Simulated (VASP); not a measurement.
Wanted: the native input for a VASP 6.6.1 run.

* Task: single point
* Functional: HSE06
* Potentials or basis: VASP PAW PBE potentials, release 64 (K_sv, Br)
* Cutoff: 520 eV
* k mesh: 4 × 4 × 4
* Occupations: gaussian, width 0.01 eV
* Spin: no spin polarisation
* Dipole correction: no
* Grid for exact exchange (PRECFOCK): Normal
* Further INCAR settings: ALGO = Normal; EDIFF = 1e-06; NBANDS = 15
* Share of exact exchange: 0.25
* Screening parameter: 0.2079 1/Å

Crystal: KBr.

```
K Br
1.0
     0.00000    3.42410    3.30225
     3.42410    0.00000    3.30225
     3.42410    3.42410    0.00000
K Br
1 1
Direct
  0.00000 0.00000 0.00000
  0.50000 0.50000 0.50000
```

This cell differs from its parent crystal: biaxial xy strain +3.7%.

One way to write it, as run:

POSCAR

```
KBr
1.0
    0.0000000000      3.4241007647      3.3022478201
    3.4241007647      0.0000000000      3.3022478201
    3.4241007647      3.4241007647      0.0000000000
K Br
1 1
Direct
    0.0000000000      0.0000000000      0.0000000000
    0.5000000000      0.5000000000      0.5000000000
```

INCAR.step1

```
PREC     = Accurate       # precision mode
ENCUT    = 520            # plane-wave cutoff, eV
EDIFF    = 1E-5           # SCF threshold, eV
ISMEAR   = 0              # smearing method
SIGMA    = 0.01           # smearing width, eV
LREAL    = False          # projectors in reciprocal space
LASPH    = True           # aspherical terms in the spheres
NELM     = 60             # most SCF steps
ALGO     = Normal         # electronic algorithm
ISIF     = 2              # what is computed and relaxed
LWAVE    = True           # write WAVECAR
LCHARG   = False          # write CHGCAR
NBANDS   = 15             # bands
GGA      = PE             # functional
```

INCAR.step2

```
PREC     = Accurate       # precision mode
ENCUT    = 520            # plane-wave cutoff, eV
EDIFF    = 1E-6           # SCF threshold, eV
ISMEAR   = 0              # smearing method
SIGMA    = 0.01           # smearing width, eV
LREAL    = False          # projectors in reciprocal space
LASPH    = True           # aspherical terms in the spheres
NELM     = 60             # most SCF steps
ALGO     = Normal         # electronic algorithm
ISIF     = 2              # what is computed and relaxed
LWAVE    = False          # write WAVECAR
LCHARG   = False          # write CHGCAR
GGA      = PE             # functional
LHFCALC  = True           # exact exchange
HFSCREEN = 0.2079         # screening, 1/A
PRECFOCK = Normal       
NBANDS   = 15             # bands
ISTART   = 1
```

KPOINTS

```
regular mesh
0
Gamma
  4 4 4
```

Potentials or basis: VASP PAW PBE potentials, release 64 (K_sv, Br).

Run with:

```console
$ cat potpaw_PBE.64/K_sv/POTCAR potpaw_PBE.64/Br/POTCAR > POTCAR
$ cp INCAR.step1 INCAR
$ mpirun -np 1 vasp_std > vasp.out
$ cp INCAR.step2 INCAR
$ mpirun -np 1 vasp_std > vasp.out
```

It gave:

| Property | Result |
| --- | --- |
| Pressure | -0.5 GPa |
| Band gap on the k mesh | 5.39 eV |

Caveat: the cell differs from its parent crystal (biaxial xy strain +3.7%); the PAW data sets were made with another functional, which shifts forces and pressure a little.

Wall time 10 min on 1 thread of Intel(R) Xeon(R) Platinum 8488C (Sapphire Rapids) (shared host), peak memory 0.32 GiB.
